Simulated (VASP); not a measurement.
# Cr (Im-3m) in VASP: a series of runs

Runs on Cr. Level: PBE+U. Tasks: single point.

Program: VASP 6.6.1. These are calculated values, not measurements. Logs are shortened: lines on timing, memory, paths and dates and some standing lists are left out, and cuts for length are marked.

### 1 The cell of the first run

Symmetry: Im-3m, No. 229, cubic system. Conventional cell: a = 2.969 Å, b = 2.969 Å, c = 2.969 Å, α = 90.00°, β = 90.00°, γ = 90.00°. Within 3.4 Å of Cr (site symmetry m-3m) lie 14 Cr at 2.57 to 2.97 Å.

### 2 Single point, PBE+U, collinear spin, antiferromagnetic start

INCAR reads:

```
SYSTEM = Cr
PREC = Accurate ; ENCUT = 520
EDIFF = 1E-6 ; ISMEAR = -1
SIGMA = 0.05 ; LREAL = .FALSE.
LASPH = .TRUE. ; NELM = 150
ALGO = Normal ; ISIF = 2
LWAVE = .FALSE. ; LCHARG = .TRUE.
ISPIN = 2 ; MAGMOM = -3 3
LORBIT = 11 ; LMAXMIX = 4
LDAU = .TRUE. ; LDAUTYPE = 2
LDAUL = 2 ; LDAUU = 1
LDAUJ = 0 ; LDAUPRINT = 1
GGA = PE ; LELF = .TRUE.
LVHAR = .TRUE. ; NBANDS = 23
```

KPOINTS reads:

```
regular mesh
0
G
  11 11 11
  0 0 0
```

POSCAR reads:

```
Cr
1.0
    2.9688993551      0.0000000000      0.0000000000
    0.0000000000      2.9688993551      0.0000000000
    0.0000000000      0.0000000000      2.9688993551
Cr
2
Direct
    0.0000000000      0.0000000000      0.0000000000
    0.5000000000      0.5000000000      0.5000000000
```

Potentials or basis: VASP PAW PBE potentials, release 64 (Cr_pv).

Launch:

```
$ cat potpaw_PBE.64/Cr_pv/POTCAR > POTCAR
$ mpirun -np 1 vasp_std > vasp.out
```

OUTCAR:

```text
SYSTEM = Cr
   PREC = Accurate
   ENCUT = 520
   EDIFF = 1E-6
   ISMEAR = -1
   LREAL = .FALSE.
   LASPH = .TRUE.
   NELM = 150
   ISIF = 2
   ISPIN = 2
   LORBIT = 11
   GGA = PE

 ion  position               nearest neighbor table
   1  0.000  0.000  0.000-   2 2.57   2 2.57   2 2.57   2 2.57   2 2.57   2 2.57   2 2.57   2 2.57

   2  0.500  0.500  0.500-   1 2.57   1 2.57   1 2.57   1 2.57   1 2.57   1 2.57   1 2.57   1 2.57

  LATTYP: Found a simple cubic cell.
 ALAT       =     2.9688993551

  Lattice vectors:

 A1 = (   2.9688993551,   0.0000000000,   0.0000000000)
 A2 = (   0.0000000000,   2.9688993551,   0.0000000000)
 A3 = (   0.0000000000,   0.0000000000,   2.9688993551)

Analysis of symmetry for initial positions (statically):
=====================================================================
 Subroutine PRICEL returns following result:

  LATTYP: Found a body centered cubic cell.
 ALAT       =     2.9688993551
[... 12 lines left out ...]
 Subroutine GETGRP returns: Found 48 space group operations
 (whereof 48 operations were pure point group operations)
 out of a pool of 48 trial point group operations.

The static configuration has the point symmetry O_h .

Analysis of symmetry for dynamics (positions and initial velocities):
=====================================================================
 Subroutine PRICEL returns following result:

  LATTYP: Found a body centered cubic cell.
 ALAT       =     2.9688993551
[... 12 lines left out ...]
 Subroutine GETGRP returns: Found 48 space group operations
 (whereof 48 operations were pure point group operations)
 out of a pool of 48 trial point group operations.

The dynamic configuration has the point symmetry O_h .

Analysis of structural, dynamic, and magnetic symmetry:
=====================================================================
 Subroutine PRICEL returns following result:

  LATTYP: Found a body centered cubic cell.
 ALAT       =     2.9688993551
[... 12 lines left out ...]
 Subroutine GETGRP returns: Found 48 space group operations
 (whereof 48 operations were pure point group operations)
 out of a pool of 48 trial point group operations.

The overall configuration has the point symmetry O_h .

 Subroutine INISYM returns: Found 48 space group operations
 (whereof 48 operations are pure point group operations),
 and found     2 'primitive' translations

----------------------------------------------------------------------------------------

                                     Primitive cell

  volume of cell :      13.0845

  direct lattice vectors                    reciprocal lattice vectors
     1.484449678  1.484449678 -1.484449678     0.336825160  0.336825160  0.000000000
    -1.484449678  1.484449678  1.484449678    -0.000000000  0.336825160  0.336825160
     1.484449678 -1.484449678  1.484449678     0.336825160  0.000000000  0.336825160

  length of vectors
     2.571142263  2.571142263  2.571142263     0.476342709  0.476342709  0.476342709

  position of ions in fractional coordinates (direct lattice)
     0.000000000  0.000000000  0.000000000

  ion indices of the primitive-cell ions
   primitive index   ion index
                 1           1

----------------------------------------------------------------------------------------

 KPOINTS: regular mesh

Automatic generation of k-mesh.
 Grid dimensions read from file:
 generate k-points for:   11   11   11

 Generating k-lattice:

[... 108 lines left out ...]

spin component  1

  0.1944 -0.0000  0.0000  0.0000  0.0000
 -0.0000  0.1944  0.0000  0.0000 -0.0000
  0.0000  0.0000  0.1207 -0.0000  0.0000
  0.0000  0.0000 -0.0000  0.1944 -0.0000
  0.0000 -0.0000  0.0000 -0.0000  0.1207

spin component  2

  0.7656  0.0000 -0.0000 -0.0000 -0.0000
  0.0000  0.7656 -0.0000 -0.0000  0.0000
 -0.0000 -0.0000  0.5027 -0.0000 -0.0000
 -0.0000 -0.0000 -0.0000  0.7656  0.0000
 -0.0000  0.0000 -0.0000  0.0000  0.5027

 occupancies and eigenvectors

  o =  0.1207  v =  0.0000  0.0000 -0.0081 -0.0000  1.0000  0.0000  0.0000  0.0000  0.0000  0.0000      0.0000  0.0000  0.0000  0.0000  0.0000  0.0000  0.0000  0.0000  0.0000  0.0000
  o =  0.1207  v =  0.0000 -0.0000 -1.0000  0.0000 -0.0081  0.0000  0.0000  0.0000  0.0000  0.0000      0.0000  0.0000  0.0000  0.0000  0.0000  0.0000  0.0000  0.0000  0.0000  0.0000
  o =  0.1944  v =  1.0000  0.0000  0.0000  0.0000  0.0000  0.0000  0.0000  0.0000  0.0000  0.0000      0.0000  0.0000  0.0000  0.0000  0.0000  0.0000  0.0000  0.0000  0.0000  0.0000
  o =  0.1944  v =  0.0000 -0.9003  0.0000  0.4354  0.0000  0.0000  0.0000  0.0000  0.0000  0.0000      0.0000  0.0000  0.0000  0.0000  0.0000  0.0000  0.0000  0.0000  0.0000  0.0000
  o =  0.1944  v =  0.0000  0.4354  0.0000  0.9003 -0.0000  0.0000  0.0000  0.0000  0.0000  0.0000      0.0000  0.0000  0.0000  0.0000  0.0000  0.0000  0.0000  0.0000  0.0000  0.0000
  o =  0.5027  v =  0.0000  0.0000  0.0000  0.0000  0.0000  0.0000  0.0000  0.1689 -0.0000  0.9856      0.0000  0.0000  0.0000  0.0000  0.0000  0.0000  0.0000  0.0000  0.0000  0.0000
  o =  0.5027  v =  0.0000  0.0000  0.0000  0.0000  0.0000  0.0000 -0.0000 -0.9856  0.0000  0.1689      0.0000  0.0000  0.0000  0.0000  0.0000  0.0000  0.0000  0.0000  0.0000  0.0000
  o =  0.7656  v =  0.0000  0.0000  0.0000  0.0000  0.0000  0.0000 -0.4982 -0.0000 -0.8671 -0.0000      0.0000  0.0000  0.0000  0.0000  0.0000  0.0000  0.0000  0.0000  0.0000  0.0000
  o =  0.7656  v =  0.0000  0.0000  0.0000  0.0000  0.0000  1.0000  0.0000  0.0000  0.0000  0.0000      0.0000  0.0000  0.0000  0.0000  0.0000  0.0000  0.0000  0.0000  0.0000  0.0000
  o =  0.7656  v =  0.0000  0.0000  0.0000  0.0000  0.0000  0.0000 -0.8671  0.0000  0.4982  0.0000      0.0000  0.0000  0.0000  0.0000  0.0000  0.0000  0.0000  0.0000  0.0000  0.0000

atom =   2  type =  1  l = 2

 onsite density matrix

spin component  1

  0.7656  0.0000 -0.0000 -0.0000  0.0000
  0.0000  0.7656 -0.0000 -0.0000  0.0000
 -0.0000 -0.0000  0.5027  0.0000 -0.0000
 -0.0000 -0.0000  0.0000  0.7656  0.0000
  0.0000  0.0000 -0.0000  0.0000  0.5027

spin component  2

  0.1944 -0.0000  0.0000  0.0000  0.0000
 -0.0000  0.1944 -0.0000  0.0000 -0.0000
  0.0000 -0.0000  0.1207 -0.0000 -0.0000
  0.0000  0.0000 -0.0000  0.1944 -0.0000
  0.0000 -0.0000 -0.0000 -0.0000  0.1207

 occupancies and eigenvectors

  o =  0.1207  v =  0.0000  0.0000  0.0000  0.0000  0.0000  0.0000  0.0000 -0.0240 -0.0000 -0.9997      0.0000  0.0000  0.0000  0.0000  0.0000  0.0000  0.0000  0.0000  0.0000  0.0000
  o =  0.1207  v =  0.0000  0.0000  0.0000  0.0000  0.0000  0.0000 -0.0000  0.9997  0.0000 -0.0240      0.0000  0.0000  0.0000  0.0000  0.0000  0.0000  0.0000  0.0000  0.0000  0.0000
  o =  0.1944  v =  0.0000  0.0000  0.0000  0.0000  0.0000  0.0000  0.1001  0.0000 -0.9950  0.0000      0.0000  0.0000  0.0000  0.0000  0.0000  0.0000  0.0000  0.0000  0.0000  0.0000
  o =  0.1944  v =  0.0000  0.0000  0.0000  0.0000  0.0000  1.0000  0.0000  0.0000  0.0000  0.0000      0.0000  0.0000  0.0000  0.0000  0.0000  0.0000  0.0000  0.0000  0.0000  0.0000
  o =  0.1944  v =  0.0000  0.0000  0.0000  0.0000  0.0000  0.0000 -0.9950 -0.0000 -0.1001 -0.0000      0.0000  0.0000  0.0000  0.0000  0.0000  0.0000  0.0000  0.0000  0.0000  0.0000
  o =  0.5027  v =  0.0000 -0.0000  0.0563  0.0000  0.9984  0.0000  0.0000  0.0000  0.0000  0.0000      0.0000  0.0000  0.0000  0.0000  0.0000  0.0000  0.0000  0.0000  0.0000  0.0000
  o =  0.5027  v =  0.0000 -0.0000  0.9984 -0.0000 -0.0563  0.0000  0.0000  0.0000  0.0000  0.0000      0.0000  0.0000  0.0000  0.0000  0.0000  0.0000  0.0000  0.0000  0.0000  0.0000
  o =  0.7656  v =  0.0000 -0.2642 -0.0000 -0.9645  0.0000  0.0000  0.0000  0.0000  0.0000  0.0000      0.0000  0.0000  0.0000  0.0000  0.0000  0.0000  0.0000  0.0000  0.0000  0.0000
  o =  0.7656  v =  0.0000 -0.9645  0.0000  0.2642 -0.0000  0.0000  0.0000  0.0000  0.0000  0.0000      0.0000  0.0000  0.0000  0.0000  0.0000  0.0000  0.0000  0.0000  0.0000  0.0000
  o =  0.7656  v =  1.0000  0.0000  0.0000  0.0000  0.0000  0.0000  0.0000  0.0000  0.0000  0.0000      0.0000  0.0000  0.0000  0.0000  0.0000  0.0000  0.0000  0.0000  0.0000  0.0000

 number of electron      24.0000016 magnetization      -0.0000000

 Free energy of the ion-electron system (eV)
  ---------------------------------------------------
  ext. energy  EPLUGINS =         0.00000000
  ---------------------------------------------------
  free energy    TOTEN  =       -17.07335108 eV

  energy without entropy =      -17.07056192  energy(sigma->0) =      -17.07195650

 E-fermi :   9.7083     XC(G=0): -12.8705

 val. band max:        9.6448485892   @ k =   0.4545   0.4545   0.0909
 cond. band min:       9.7265794883   @ k =   0.4545   0.0909   0.0000
 fundamental gap:      0.0817308991
 Fermi energy:         9.7082849300

 spin component 1

 k-point     1 :       0.0000    0.0000    0.0000
  band No.  band energies     occupation
      1     -34.5049      1.00000
      2     -34.5049      1.00000
      3     -34.5049      1.00000
      4     -31.9512      1.00000
      5     -31.9512      1.00000
      6     -31.9512      1.00000
[... 1241 lines left out ...]
     22      20.9941      0.00000
     23      26.4968      0.00000

 [... further k-points ...]
[... 5 lines left out ...]
  --------------------------------------------------------------------------------------
  -------------------------------------------------------------------------------------
  Total        0.1172235      0.1172235      0.1172235     -0.0000000     -0.0000000      0.0000000
  in kB        7.1769350      7.1769350      7.1769350     -0.0000000     -0.0000000      0.0000000
  external PRESSURE =       7.1769350 kB  Pullay stress =       0.0000000 kB

 VOLUME and BASIS-vectors are now :
 -----------------------------------------------------------------------------
  energy-cutoff  :      520.00
  volume of cell :       26.17
      direct lattice vectors                 reciprocal lattice vectors
     2.968899355  0.000000000  0.000000000     0.336825160  0.000000000  0.000000000
     0.000000000  2.968899355  0.000000000     0.000000000  0.336825160  0.000000000
     0.000000000  0.000000000  2.968899355     0.000000000  0.000000000  0.336825160

 POSITION                                       TOTAL-FORCE (eV/Angst)
 -----------------------------------------------------------------------------------
      0.00000      0.00000      0.00000        -0.000000     -0.000000     -0.000000
      1.48445      1.48445      1.48445         0.000000      0.000000      0.000000
 -----------------------------------------------------------------------------------
    total drift:                                0.000000      0.000000     -0.000000

  FREE ENERGIE OF THE ION-ELECTRON SYSTEM (eV)
  ---------------------------------------------------
  free  energy   TOTEN  =       -17.0733510821 eV

  energy  without entropy=      -17.0705619220  energy(sigma->0) =      -17.07195650

 total charge

# of ion       s       p       d       tot
------------------------------------------
    1        0.396   6.337   4.098  10.831
    2        0.396   6.337   4.098  10.831
--------------------------------------------------
tot          0.793  12.674   8.196  21.663

 magnetization (x)

# of ion       s       p       d       tot
------------------------------------------
    1       -0.033  -0.029  -2.471  -2.532
    2        0.033   0.029   2.471   2.532
--------------------------------------------------
tot          0.000   0.000   0.000   0.000
```

Run time: 57 s. Hardware: 1 thread of Intel Xeon Platinum 8259CL at 2.50GHz (Skylake/Cascade Lake), shared host; peak memory 0.18 GiB.

What came out:

- Free energy: -17.0734 eV
- Pressure: 0.7 GPa
- Band gap on the k mesh: zero (filled and empty bands overlap)
- Net moment: 0.00 μB per cell
- Site moments: Cr -2.53, +2.53 μB
- Valence electrons inside the program's atomic spheres: Cr 10.83

Eigenvalues of the final occupation matrices:
| site | spin | trace | eigenvalues |
| --- | --- | --- | --- |
| site 1 d | 1 | 0.82 | 0.12 0.12 0.19 0.19 0.19 |
| site 1 d | 2 | 3.30 | 0.50 0.50 0.77 0.77 0.77 |
| site 2 d | 1 | 3.30 | 0.50 0.50 0.77 0.77 0.77 |
| site 2 d | 2 | 0.82 | 0.12 0.12 0.19 0.19 0.19 |

Caveat: the U is typed as a test and isn't derived for this compound.

### 3 Single point, PBE+U, collinear spin, antiferromagnetic start

INCAR reads:

```
PREC = Accurate
ENCUT = 520
EDIFF = 1E-6
ISMEAR = -1
SIGMA = 0.05
LREAL = F
LASPH = T
NELM = 150
ALGO = Normal
ISIF = 2
LWAVE = F
LCHARG = F
ISPIN = 2
MAGMOM = -3 3
LORBIT = 11
LMAXMIX = 4
LDAU = T
LDAUTYPE = 2
LDAUL = 2
LDAUU = 3
LDAUJ = 0
LDAUPRINT = 1
GGA = PE
NBANDS = 23
```

KPOINTS reads:

```
Automatic mesh
0
Gamma
  11 11 11
```

POSCAR is that of step 2.

Potentials or basis: VASP PAW PBE potentials, release 64 (Cr_pv).

Launch:

```
$ cat potpaw_PBE.64/Cr_pv/POTCAR > POTCAR
$ mpirun -np 1 vasp_std > vasp.out
```

Run time: 57 s. Hardware: 1 thread of Intel Xeon Platinum 8259CL at 2.50GHz (Skylake/Cascade Lake), shared host; peak memory 0.17 GiB.

The run converged. Its results:

| Quantity | Value |
| --- | --- |
| Free energy | -14.0614 eV |
| Pressure | 21.9 GPa |
| Band gap on the k mesh | 0.21 eV |
| Net moment | 0.00 μB per cell |
| Site moments | Cr -3.29, +3.29 μB |
| Valence electrons inside the program's atomic spheres | Cr 10.87 |

Levels at points of the mesh, in eV from the valence-band top:
Spin up:
```
           k point  band 9  band 10  band 11  band 12  band 13  band 14  band 15  band 16
(0.00, 0.00, 0.00)   -3.89    -1.92    -1.92    -1.92     2.38     2.38     4.09     4.09
```
Spin down:
```
           k point  band 8  band 9  band 10  band 11  band 12  band 13  band 14  band 15  band 16  band 17
(0.00, 0.00, 0.00)   -3.89   -3.89    -1.92    -1.92    -1.92     2.38     2.38     4.09     4.09     4.09
```

Eigenvalues of the final occupation matrices:
```
    site  spin  trace               eigenvalues
site 1 d     1   0.48  0.07 0.07 0.12 0.12 0.12
site 1 d     2   3.70  0.60 0.60 0.83 0.83 0.83
site 2 d     1   3.70  0.60 0.60 0.83 0.83 0.83
site 2 d     2   0.48  0.07 0.07 0.12 0.12 0.12
```

Caveat: the U is typed as a test and isn't derived for this compound. A k mesh can miss the band edges.

### 4 Single point, PBE+U, collinear spin, antiferromagnetic start

INCAR reads:

```
  ALGO = Normal
  EDIFF = 1E-6
  ENCUT = 520
  GGA = PE
  ISIF = 2
  ISMEAR = -1
  ISPIN = 2
  LASPH = True
  LCHARG = False
  LDAU = True
  LDAUJ = 0
  LDAUL = 2
  LDAUPRINT = 1
  LDAUTYPE = 2
  LDAUU = 5
  LMAXMIX = 4
  LORBIT = 11
  LREAL = False
  LWAVE = False
  MAGMOM = -3 3
  NBANDS = 23
  NELM = 150
  PREC = Accurate
  SIGMA = 0.05
```

KPOINTS reads:

```
k-points
0
Gamma
  11 11 11
```

POSCAR is that of step 3.

Launch:

```
$ cat potpaw_PBE.64/Cr_pv/POTCAR > POTCAR
$ mpirun -np 1 vasp_std > vasp.out
```

Wall time 65 s (1 thread of Intel Xeon Platinum 8259CL at 2.50GHz (Skylake/Cascade Lake), shared host); peak memory 0.17 GiB.

It converged, with:

```yaml
Free_energy: -11.6772 eV
Pressure: 36.4 GPa
Band_gap_on_the_k_mesh: 0.51 eV
Net_moment: 0.00 μB per cell
Site_moments: Cr -3.72, +3.72 μB
Valence_electrons_inside_the_program's_atomic_spheres: Cr 10.92
```

Levels at points of the mesh, in eV from the valence-band top:
Spin up:
```csv
k point,band 10,band 11,band 12,band 13,band 14,band 15
"(0.00, 0.00, 0.00)",-2.42,-2.42,-2.42,3.37,3.37,5.49
```
Spin down:
```tsv
k point	band 9	band 10	band 11	band 12	band 13	band 14	band 15	band 16
(0.00, 0.00, 0.00)	-4.11	-2.42	-2.42	-2.42	3.37	3.37	5.49	5.49
```

Eigenvalues of the final occupation matrices:
```csv
site,spin,trace,eigenvalues
site 1 d,1,0.30,0.04 0.04 0.07 0.07 0.07
site 1 d,2,3.95,0.68 0.68 0.86 0.86 0.86
site 2 d,1,3.95,0.68 0.68 0.86 0.86 0.86
site 2 d,2,0.30,0.04 0.04 0.07 0.07 0.07
```

Caveat: the U is typed as a test and isn't derived for this compound. A k mesh can miss the band edges.

### 5 Single point, PBE+U, collinear spin, antiferromagnetic start

INCAR reads:

```
SYSTEM = Cr
PREC = Accurate
ENCUT = 520
EDIFF = 1E-6
ISMEAR = -1
SIGMA = 0.05
LREAL = .False.
LASPH = .True.
NELM = 150
ALGO = Normal
ISIF = 2
LWAVE = .False.
LCHARG = .False.
ISPIN = 2
MAGMOM = -3 3
LORBIT = 11
LMAXMIX = 4
LDAU = .True.
LDAUTYPE = 2
LDAUL = 2
LDAUU = 5
LDAUJ = 0
LDAUPRINT = 1
GGA = PE
NBANDS = 23
```

KPOINTS reads:

```
Automatic mesh
0
Gamma
  11 11 11
  0 0 0
```

POSCAR is that of step 4.

Launch:

```
$ cat potpaw_PBE.64/Cr_pv/POTCAR > POTCAR
$ mpirun -np 1 vasp_std > vasp.out
```

Wall time 64 s (1 thread of Intel Xeon Platinum 8259CL at 2.50GHz (Skylake/Cascade Lake), shared host); peak memory 0.17 GiB.

Results (log left out):

* Free energy: -11.6772 eV
* Pressure: 36.4 GPa
* Band gap on the k mesh: 0.51 eV
* Net moment: 0.00 μB per cell
* Site moments: Cr -3.72, +3.72 μB
* Valence electrons inside the program's atomic spheres: Cr 10.92

Levels at points of the mesh, in eV from the valence-band top:
Spin up:
```
           k point  band 8  band 9  band 10  band 11  band 12  band 13  band 14  band 15  band 16  band 17
(0.00, 0.00, 0.00)   -4.11   -4.11    -2.42    -2.42    -2.42     3.37     3.37     5.49     5.49     5.49
```
Spin down:
```tsv
k point	band 8	band 9	band 10	band 11	band 12	band 13	band 14	band 15	band 16	band 17
(0.00, 0.00, 0.00)	-4.11	-4.11	-2.42	-2.42	-2.42	3.37	3.37	5.49	5.49	5.49
```

Eigenvalues of the final occupation matrices:
| site | spin | trace | eigenvalues |
| --- | --- | --- | --- |
| site 1 d | 1 | 0.30 | 0.04 0.04 0.07 0.07 0.07 |
| site 1 d | 2 | 3.95 | 0.68 0.68 0.86 0.86 0.86 |
| site 2 d | 1 | 3.95 | 0.68 0.68 0.86 0.86 0.86 |
| site 2 d | 2 | 0.30 | 0.04 0.04 0.07 0.07 0.07 |

Caveat: the U is typed as a test and isn't derived for this compound. A k mesh can miss the band edges.

### 6 Overview

| U | gap on the mesh (eV) | pressure (GPa) | moment (μB) |
| --- | --- | --- | --- |
| Cr d U = 1.0 eV | none | 0.7 | 0.00 |
| Cr d U = 3.0 eV | 0.21 | 21.9 | 0.00 |
| Cr d U = 5.0 eV | 0.51 | 36.4 | 0.00 |

Alike in all rows: task single point; level PBE+U; potentials or basis VASP PAW PBE potentials, release 64 (Cr_pv); spin collinear, antiferromagnetic start; cell as given; k mesh 11 × 11 × 11; cutoff (eV) 520; smearing fermi-dirac 0.05 eV.

On the cell as given the gap runs from zero (PBE+U) to 0.51 eV (PBE+U).

Caveats: the U is typed as a test and isn't derived for this compound.

Absolute energies hang on the potentials; compare differences alone.
